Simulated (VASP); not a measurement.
Input of a VASP 6.6.1 run:

Contents of INCAR:

```
SYSTEM = AlN
ALGO = Normal
EDIFF = 1E-6
ENCUT = 520
GGA = PE
GGA_COMPAT = .FALSE.
ISIF = 2
ISMEAR = 0
LASPH = .TRUE.
LCHARG = .FALSE.
LREAL = .FALSE.
LWAVE = .FALSE.
NBANDS = 26
NELM = 120
PREC = Accurate
SIGMA = 0.01
```

Contents of KPOINTS:

```
k-points
0
G
  3 3 2
  0 0 0
```

Contents of POSCAR:

```
AlN
1.0
    6.2260000000      0.0000000000      0.0000000000
   -1.5565000000      2.6959370000      0.0000000000
    0.0000000000      0.0000000000      4.9810000000
Al N
4 4
Direct
    0.1664281855      0.6652514506     -0.0000090343
    0.3311204051      0.3241507498      0.5007442281
    0.6680504258      0.6688171868      0.0016552901
    0.8310084390      0.3331465090      0.5030867296
    0.1669348896      0.6674632975      0.3781282875
    0.3291142027      0.3356376651      0.8785571170
    0.6658427537      0.6623674811      0.3816328047
    0.8295889249      0.3234530332      0.8788514355
```

Potentials or basis: VASP PAW PBE potentials, release 64 (Al, N).

Command:

```sh
$ cat potpaw_PBE.64/Al/POTCAR potpaw_PBE.64/N/POTCAR > POTCAR
$ mpirun -np 1 vasp_std > vasp.out
```

What does it give for the band gap on the k mesh?

4.24 eV.

Estimate the largest force.

0.636 eV/Å.

Forces in eV/Å, atoms in the order of the input:
```
Al  -0.288  0.159 -0.192
Al  -0.139  0.372 -0.274
Al  -0.239 -0.448 -0.189
Al   0.273 -0.162 -0.478
N   -0.055 -0.340  0.332
N    0.510 -0.216  0.313
N   -0.092  0.185  0.074
N    0.030  0.451  0.415
```

Caveat: the k points lie up to 0.67 Å⁻¹ apart. A hybrid or GW would open this gap; PBE tends to underestimate it.
